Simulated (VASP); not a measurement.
# Zn7Cu2SiSe10 (P1) in VASP: single point with PBE

Aim: the single point of Zn7Cu2SiSe10 with PBE.

Everything below comes from runs of VASP 6.6.1. Logs are shortened: lines on timing, memory, paths and dates and some standing lists are left out, and cuts for length are marked.

### Step 1. The cell of the first run

The typed cell holds 20 atoms: a = 6.970 Å, b = 6.965 Å, c = 10.713 Å, α = 84.10°, β = 71.04°, γ = 71.52°.

### Step 2. Single point, PBE

File INCAR:

```
ALGO = Normal
EDIFF = 1E-6
ENCUT = 520
GGA = PE
ISIF = 2
ISMEAR = 0
ISYM = 0
LASPH = T
LCHARG = F
LREAL = Auto
LWAVE = F
NBANDS = 101
NELM = 80
PREC = Accurate
SIGMA = 0.1
```

File KPOINTS:

```
Automatic mesh
0
Gamma
  2 2 2
  0.5 0.5 0.5
```

File POSCAR:

```
Zn7Cu2SiSe10
1.0
    2.8793187744      2.8814932131      5.6554235924
   -2.8787618693     -2.8766743341      5.6527357004
    8.6042718908     -5.7239745265      2.8250480625
Si Cu Zn Se
1 2 7 10
Direct
    0.6920101418      0.4911534614      0.5996452971
    1.0010921568      1.0006592641      1.0082260278
    0.4095409324      1.0006057425      0.1907856899
    0.1778183963     -0.0230353248      0.5997793874
    0.0770564381      0.5154539077      0.8088038096
    0.6124722279     -0.0277313271      0.8073430006
    0.2861115460      0.5158620499      0.3899293872
    0.8203238951     -0.0256934304      0.3914411614
    0.5110305856      0.5242554502      1.0089989372
    0.9217300468      0.5252801303      0.1886779153
    0.5780567908      0.8477286703      0.5994257088
    0.4830087161      0.3718405632      0.7886495757
    0.9769854147      0.8818823575      0.8098175498
    0.3671010578      0.8868969369      1.0010820979
    0.7683599295      0.8874658704      0.1980683022
    0.6715992734      0.3724289165      0.4105807106
    0.1870202046      0.8821857611      0.3894718893
    0.0503458900      0.3777299437      0.5994288049
    0.8833230865      0.3679350418      1.0041202367
    0.2881060367      0.3679312390      0.1945842077
```

Potentials or basis: VASP PAW PBE potentials, release 64 (Si, Cu, Zn, Se).

Started as:

```bash
$ cat potpaw_PBE.64/Si/POTCAR potpaw_PBE.64/Cu/POTCAR potpaw_PBE.64/Zn/POTCAR potpaw_PBE.64/Se/POTCAR > POTCAR
$ mpirun -np 1 vasp_std > vasp.out
```

OUTCAR:

```text
EDIFF = 1E-6
   ENCUT = 520
   GGA = PE
   ISIF = 2
   ISMEAR = 0
   ISYM = 0
   LASPH = T
   LREAL = Auto
   NELM = 80
   PREC = Accurate

 ion  position               nearest neighbor table
   1  0.692  0.491  0.600-  16 2.33  12 2.33  11 2.36  18 2.37
   2  0.001  0.001  0.008-  15 2.39  14 2.40  19 2.43  13 2.43
   3  0.410  0.001  0.191-  14 2.39  15 2.40  20 2.43  17 2.43
   4  0.178  0.977  0.600-  13 2.39  17 2.39  11 2.64  18 2.65
   5  0.077  0.515  0.809-  19 2.42  13 2.42  18 2.61  12 2.63
   6  0.612  0.972  0.807-  14 2.38  13 2.42  11 2.58  12 2.65
[... 12 lines left out ...]
  19  0.883  0.368  0.004-   5 2.42   2 2.43   9 2.46  10 2.48
  20  0.288  0.368  0.195-   7 2.42   3 2.43  10 2.46   9 2.48

IMPORTANT INFORMATION: All symmetrisations will be switched off!
NOSYMM: (Re-)initialisation of all symmetry stuff for point group C_1.

----------------------------------------------------------------------------------------

                                     Primitive cell

  volume of cell :     466.5185

  direct lattice vectors                    reciprocal lattice vectors
     2.879318774  2.881493213  5.655423592     0.051936574  0.121689316  0.088377307
    -2.878761869 -2.876674334  5.652735700    -0.086838697 -0.086870273  0.088473018
     8.604271891 -5.723974527  2.825048063     0.069787441 -0.069786400  0.000026302

  length of vectors
     6.969741441  6.965338902 10.713462358     0.159110797  0.151376611  0.098693613

  position of ions in fractional coordinates (direct lattice)
     0.692010142  0.491153461  0.599645297
     0.001092157  0.000659264  0.008226028
     0.409540932  0.000605742  0.190785690
     0.177818396  0.976964675  0.599779387
     0.077056438  0.515453908  0.808803810
     0.612472228  0.972268673  0.807343001
[... 12 lines left out ...]
     0.883323086  0.367935042  0.004120237
     0.288106037  0.367931239  0.194584208

  ion indices of the primitive-cell ions
   primitive index   ion index
                 1           1
                 2           2
                 3           3
                 4           4
                 5           5
                 6           6
[... 12 lines left out ...]
                19          19
                20          20

----------------------------------------------------------------------------------------

 KPOINTS: Automatic mesh

Automatic generation of k-mesh.
 Grid dimensions read from file:
 generate k-points for:    2    2    2

 Generating k-lattice:

  Cartesian coordinates                     Fractional coordinates (reciprocal lattice)
     0.025968287  0.060844658  0.044188654     0.500000000  0.000000000  0.000000000
    -0.043419348 -0.043435137  0.044236509     0.000000000  0.500000000 -0.000000000
     0.034893721 -0.034893200  0.000013151    -0.000000000  0.000000000  0.500000000

  Length of vectors
     0.079555399  0.075688306  0.049346807

  Shift w.r.t. Gamma in fractional coordinates (k-lattice)
     0.500000000  0.500000000  0.500000000

 Subroutine IBZKPT returns following result:
 ===========================================

 Found      4 irreducible k-points:

 Following reciprocal coordinates:
            Coordinates               Weight
  0.250000  0.250000  0.250000      2.000000
 -0.250000  0.250000  0.250000      2.000000
  0.250000 -0.250000  0.250000      2.000000
 -0.250000 -0.250000  0.250000      2.000000
   k-points           NKPTS =      4   k-points in BZ     NKDIM =      4   number of bands    NBANDS=    101
   number of dos      NEDOS =    301   number of ions     NIONS =     20
   total plane-waves  NPLWV = 233280
   dimension x,y,z NGX =    54 NGY =   54 NGZ =   80
   dimension x,y,z NGXF=   108 NGYF=  108 NGZF=  160
   ions per type =               1   2   7  10
   NGX,Y,Z   is equivalent  to a cutoff of  12.88, 12.89, 12.41 a.u.
   NGXF,Y,Z  is equivalent  to a cutoff of  25.76, 25.78, 24.83 a.u.
 SYSTEM =  unknown system
   PREC   = accura    normal or accurate (medium, high low for compatibility)
   ISTART =      0    job   : 0-new  1-cont  2-samecut
   ICHARG =      2    charge: 1-file 2-atom 10-const
   ISPIN  =      1    spin polarized calculation?
   LNONCOLLINEAR =      F non collinear calculations
   LSORBIT =      F    spin-orbit coupling
   LASPH  =      T    aspherical Exc in radial PAW
   ENCUT  =  520.0 eV  38.22 Ry    6.18 a.u.  12.96 12.95 19.92*2*pi/ulx,y,z
   NELM   =     80;   NELMIN=  2; NELMDL= -5     # of ELM steps
   EDIFF  = 0.1E-05   stopping-criterion for ELM
   LREAL  =      T    real-space projection
   EDIFFG = 0.1E-04   stopping-criterion for IOM
   NSW    =      0    number of steps for IOM
   IBRION =     -1    ionic relax: 0-MD 1-quasi-New 2-CG
   NFREE  =      0    steps in history (QN), initial steepest desc. (CG)
   ISIF   =      2    stress and relaxation
   ISYM   =      0    0-nonsym 1-usesym 2-fastsym
   POTIM  = 0.5000    time-step for ionic-motion
   TEBEG  =    0.0;   TEEND  =   0.0 temperature during run
   PSTRESS=    0.0 pullay stress
   NELECT =     170.0000    total number of electrons
   NUPDOWN=      -1.0000    fix difference up-down
   EMIN   =  10.00;   EMAX   =-10.00  energy-range for DOS
   EFERMI =   0.00;   METHOD = LEGACY
   ISMEAR =     0;   SIGMA  =   0.10  broadening in eV -4-tet -1-fermi 0-gaus
   EFERMI_NEDOS =   21; number of points for ismear=-14 and -15
   IALGO  =     38    algorithm
   IMIX   =      4    mixing-type and parameters
     AMIX     =   0.40;   BMIX     =  1.00
     AMIX_MAG =   1.60;   BMIX_MAG =  1.00
  volume/ion in A,a.u.               =      23.33       157.41
  Fermi-wavevector in a.u.,A,eV,Ry     =   1.169324  2.209702 18.603498  1.367319
  Thomas-Fermi vector in A             =   2.305798
   LORBIT       =      0    0 simple, 1 ext, 2 COOP (PROOUT), +10 PAW based schemes
   GGA     = PE    functional components
   LHFCALC =     F    Hartree Fock is set to
   AEXX    =    0.0000 exact exchange contribution
   IVDW    =     0    specifies the selected vdW correction
   LEPSILON=     F    determine dielectric tensor
   LRPA    =     F    only Hartree local field effects (RPA)
 non-spin polarized calculation
 Gauss-broadening in eV      SIGMA  =   0.10
  energy-cutoff  :      520.00
  volume of cell :      466.52
 maximum number of plane-waves:     12579
 NGX is ok and might be reduce to    54
   NGX = 25   NGY = 25   NGZ = 39

 number of electron     170.0000019 magnetization

 Free energy of the ion-electron system (eV)
  ---------------------------------------------------
  ext. energy  EPLUGINS =         0.00000000
  ---------------------------------------------------
  free energy    TOTEN  =       -66.23438429 eV

  energy without entropy =      -66.23438421  energy(sigma->0) =      -66.23438425

 E-fermi :   3.0729     XC(G=0):  -9.1852

 val. band max:        2.7130737294   @ k =  -0.2500  -0.2500   0.2500
 cond. band min:       3.4324819440   @ k =  -0.2500  -0.2500   0.2500
 fundamental gap:      0.7194082145
 Fermi energy:         3.0728541080

 k-point     1 :       0.2500    0.2500    0.2500
  band No.  band energies     occupation
      1     -11.9610      2.00000
      2     -11.0609      2.00000
      3     -11.0464      2.00000
      4     -10.9956      2.00000
      5     -10.7483      2.00000
      6     -10.5653      2.00000
[... 89 lines left out ...]
     96       5.8442      0.00000
     97       6.3395      0.00000

 k-point     2 :      -0.2500    0.2500    0.2500
  band No.  band energies     occupation
      1     -11.9120      2.00000
      2     -11.1796      2.00000
      3     -11.0113      2.00000
      4     -10.9877      2.00000
      5     -10.6835      2.00000
      6     -10.6332      2.00000
[... 89 lines left out ...]
     96       6.1816      0.00000
     97       6.4150      0.00000

 k-point     3 :       0.2500   -0.2500    0.2500
  band No.  band energies     occupation
      1     -11.9159      2.00000
      2     -11.1844      2.00000
      3     -11.0105      2.00000
      4     -10.9596      2.00000
      5     -10.7117      2.00000
      6     -10.6012      2.00000
[... 89 lines left out ...]
     96       6.2697      0.00000
     97       6.6466      0.00000

 k-point     4 :      -0.2500   -0.2500    0.2500
  band No.  band energies     occupation
      1     -11.9561      2.00000
      2     -11.0605      2.00000
      3     -11.0498      2.00000
      4     -11.0286      2.00000
      5     -10.6946      2.00000
      6     -10.6201      2.00000
[... 89 lines left out ...]
     96       5.9271      0.00000
     97       6.3873      0.00000
 [bands above 97 left out]

------------------------ aborting loop because EDIFF is reached ----------------------------------------

  FORCE on cell =-STRESS in cart. coord.  units (eV):
  Direction    XX          YY          ZZ          XY          YZ          ZX
  --------------------------------------------------------------------------------------
  -------------------------------------------------------------------------------------
  Total        0.6019119      0.5783459      0.4616211     -0.0414377     -0.0247991      0.0347671
  in kB        2.0671628      1.9862292      1.5853583     -0.1423105     -0.0851683      0.1194015
  external PRESSURE =       1.8795834 kB  Pullay stress =       0.0000000 kB

 VOLUME and BASIS-vectors are now :
 -----------------------------------------------------------------------------
  energy-cutoff  :      520.00
  volume of cell :      466.52
      direct lattice vectors                 reciprocal lattice vectors
     2.879318774  2.881493213  5.655423592     0.051936574  0.121689316  0.088377307
    -2.878761869 -2.876674334  5.652735700    -0.086838697 -0.086870273  0.088473018
     8.604271891 -5.723974527  2.825048063     0.069787441 -0.069786400  0.000026302

 POSITION                                       TOTAL-FORCE (eV/Angst)
 -----------------------------------------------------------------------------------
      5.73812     -2.85122      8.38400        -0.001278     -0.004644     -0.015800
      0.07203     -0.04584      0.03314         0.020875     -0.010216      0.003096
      2.81903      0.08629      2.85853        -0.001391      0.011685      0.005318
      2.86021     -5.73115      8.22257         0.006124      0.011862     -0.010789
      5.69717     -5.89033      5.63442        -0.012140      0.030001     -0.001311
      5.91117     -5.65328     11.24055        -0.033393      0.002622      0.007908
[... 12 lines left out ...]
      1.51962      1.46328      7.08705         0.004407     -0.007529     -0.013349
      1.44462     -1.34204      4.25889        -0.012233      0.021143     -0.010836
 -----------------------------------------------------------------------------------
    total drift:                                0.006157      0.010591     -0.011248

  FREE ENERGIE OF THE ION-ELECTRON SYSTEM (eV)
  ---------------------------------------------------
  free  energy   TOTEN  =       -66.2343842858 eV

  energy  without entropy=      -66.2343842128  energy(sigma->0) =      -66.23438425
```

It took 11 min on 1 thread of Intel Xeon 8259CL, shared host; peak memory 0.59 GiB.

What came out:

* Free energy: -66.2344 eV
* Pressure: 0.2 GPa
* Largest force: 0.044 eV/Å
* Band gap on the k mesh: 0.72 eV

Forces in eV/Å, atoms in the order of the input:
```
Si  -0.001 -0.005 -0.016
Cu   0.021 -0.010  0.003
Cu  -0.001  0.012  0.005
Zn   0.006  0.012 -0.011
Zn  -0.012  0.030 -0.001
Zn  -0.033  0.003  0.008
Zn   0.035 -0.015 -0.003
Zn   0.014 -0.035 -0.008
Zn   0.029 -0.028  0.017
Zn  -0.019  0.019  0.013
Se   0.005  0.013  0.005
Se  -0.017  0.016 -0.009
Se   0.004 -0.003  0.013
Se  -0.005  0.004 -0.016
Se  -0.008 -0.001 -0.009
Se   0.008 -0.016 -0.001
Se  -0.005  0.004  0.010
Se  -0.012 -0.013  0.023
Se   0.004 -0.008 -0.013
Se  -0.012  0.021 -0.011
```

Levels at points of the mesh, in eV from the valence-band top:
| k point | band 81 | band 82 | band 83 | band 84 | band 85 | band 86 | band 87 | band 88 | band 89 | band 90 |
| --- | --- | --- | --- | --- | --- | --- | --- | --- | --- | --- |
| (0.25, 0.25, 0.25) | -0.92 | -0.59 | -0.56 | -0.26 | -0.03 | 0.75 | 1.55 | 1.68 | 1.94 | 1.97 |

Caveat: semilocal functionals underestimate gaps, and a narrow one can read as zero; a shifted mesh leaves out Γ, where band edges can lie.
